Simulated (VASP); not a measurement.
## Li2TaO2: relaxation of cell and atoms with PBE

The system is Li2TaO2.

```
Li Ta O
1.0
     4.31889    0.00000    0.00000
    -2.15944    3.74027    0.00000
     0.00000    0.00000    3.65168
Li Ta O
2 1 2
Direct
  0.33333 0.66667 0.50000
  0.66667 0.33333 0.50000
  0.00000 0.00000 0.00000
  0.33333 0.66667 0.00000
  0.66667 0.33333 0.00000
```

| Item | Value |
| --- | --- |
| Program | VASP 6.6.1 |
| Task | relaxation of cell and atoms |
| Functional | PBE |
| Potentials or basis | VASP PAW PBE potentials, release 64 (Li_sv, Ta_pv, O) |
| Cutoff | 600 eV |
| k mesh | 6 × 6 × 6 |
| Occupations | gaussian, width 0.1 eV |
| Spin | no spin polarisation |
| Dipole correction | no |
| Further INCAR settings | ALGO = Normal; EDIFF = 1e-07; IBRION = 2; EDIFFG = -0.04; NSW = 90; ISIF = 3 |

```json
{"Relaxed volume": "9.75 Å³/atom", "Relaxed cell": "a = 3.918 Å, b = 3.918 Å, c = 3.666 Å, α = 90.00°, β = 90.00°, γ = 120.00°", "Space group after relaxing (to 0.05 Å)": "P6/mmm (No. 191)", "Energy gained by relaxing": "216.2 meV/atom", "Ionic steps": "7", "Pressure after relaxing": "0.0 GPa"}
```

Step by step:
```
step  energy change (eV)  largest force (eV/Å)  pressure (GPa)  volume (Å³)
   1              0.0000                0.0000          -19.73        58.99
   2             -1.0442                0.0000            3.95        47.35
   3             -1.0479                0.0000            1.97        47.87
   4             -1.0791                0.0000            1.11        48.35
   5             -1.0801                0.0000            1.00        48.45
   6             -1.0807                0.0000           -0.56        48.90
   7             -1.0810                0.0000            0.00        48.74
```

Final structure:
```cif
data_structure
_symmetry_space_group_name_H-M 'P 1'
_symmetry_Int_Tables_number 1
_cell_length_a 3.9182
_cell_length_b 3.9182
_cell_length_c 3.6657
_cell_angle_alpha 90.000
_cell_angle_beta 90.000
_cell_angle_gamma 120.000
_cell_volume 48.74
loop_
_atom_site_label
_atom_site_type_symbol
_atom_site_fract_x
_atom_site_fract_y
_atom_site_fract_z
_atom_site_occupancy
Li1 Li 0.33333 0.66667 0.50000 1
Li2 Li 0.66667 0.33333 0.50000 1
Ta1 Ta 0.00000 0.00000 0.00000 1
O1 O 0.33333 0.66667 0.00000 1
O2 O 0.66667 0.33333 0.00000 1
```

Levels at points of the mesh, in eV from the Fermi level:
| k point | band 10 | band 11 | band 12 | band 13 | band 14 | band 15 | band 16 | band 17 | band 18 |
| --- | --- | --- | --- | --- | --- | --- | --- | --- | --- |
| (0.00, 0.00, 0.00) | -6.28 | -3.73 | -3.48 | -2.65 | -2.65 | 1.01 | 1.01 | 3.95 | 5.45 |
| (0.50, 0.00, 0.00) | -6.12 | -4.68 | -3.78 | -3.16 | -2.82 | 0.66 | 1.94 | 2.30 | 3.21 |
| (0.00, 0.00, 0.50) | -6.39 | -3.15 | -2.48 | -2.48 | -0.47 | -0.47 | 1.68 | 2.05 | 5.01 |
| (0.50, 0.00, 0.50) | -6.20 | -4.48 | -3.70 | -2.99 | -1.50 | 0.14 | 1.14 | 2.09 | 2.48 |

Wall time 71 s on 1 thread of Intel(R) Xeon(R) 6975P-C (Granite Rapids), with other jobs on the host, peak memory 0.22 GiB.

Caveat: the cutoff is under 1.25 times the usual one of these potentials, so pressure, stress and relaxed cells hold a basis-set (Pulay) error; the volume moved by over 15 % at a fixed basis, so the end points are rough; spin-orbit coupling is left out, which moves the levels of the heavy elements; an odd number of electrons without spin polarisation forces a metal; a magnetic or distorted state may lie lower.
